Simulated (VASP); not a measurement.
Here is a VASP 6.6.1 calculation.

Contents of INCAR:

```
PREC = Accurate ; ENCUT = 600
EDIFF = 1E-6 ; ISMEAR = 0
SIGMA = 0.01 ; LREAL = False
LASPH = True ; NELM = 100
ALGO = Normal ; ISIF = 3
LWAVE = False ; LCHARG = False
IBRION = 2 ; NSW = 100
EDIFFG = -0.002 ; PSTRESS = 10.0
```

The input KPOINTS:

```
Automatic mesh
0
Gamma
  8 8 8
```

The input POSCAR:

```
BP
1.0
    0.0000000000      2.2453815682      2.2453815682
    2.2453815682      0.0000000000      2.2453815682
    2.2453815682      2.2453815682      0.0000000000
B P
1 1
Direct
    0.0000000000      0.0000000000      0.0000000000
    0.7500000000      0.7500000000      0.7500000000
```

Potentials or basis: VASP PAW LDA potentials, release 64 (B, P).

Command:

```sh
$ cat potpaw_LDA.64/B/POTCAR potpaw_LDA.64/P/POTCAR > POTCAR
$ mpirun -np 1 vasp_std > vasp.out
```

**Question.** Predict the band gap on the k mesh.

**Answer.** 1.18 eV, indirect (least direct gap 3.44 eV).

**Question.** Predict the space group after relaxing (to 0.05 Å).

**Answer.** F-43m (No. 216).

**Question.** Estimate the relaxed volume.

**Answer.** 11.25 Å³/atom.

Final structure:
```
B P
1.0
     0.00000    2.24065    2.24065
     2.24065    0.00000    2.24065
     2.24065    2.24065    0.00000
B P
1 1
Cartesian
  0.0000 0.0000 0.0000
  3.3610 3.3610 3.3610
```

Caveat: the cell is relaxed towards a set pressure, so the enthalpy falls and the energy may rise. Zero-point motion and thermal expansion aren't in these numbers.
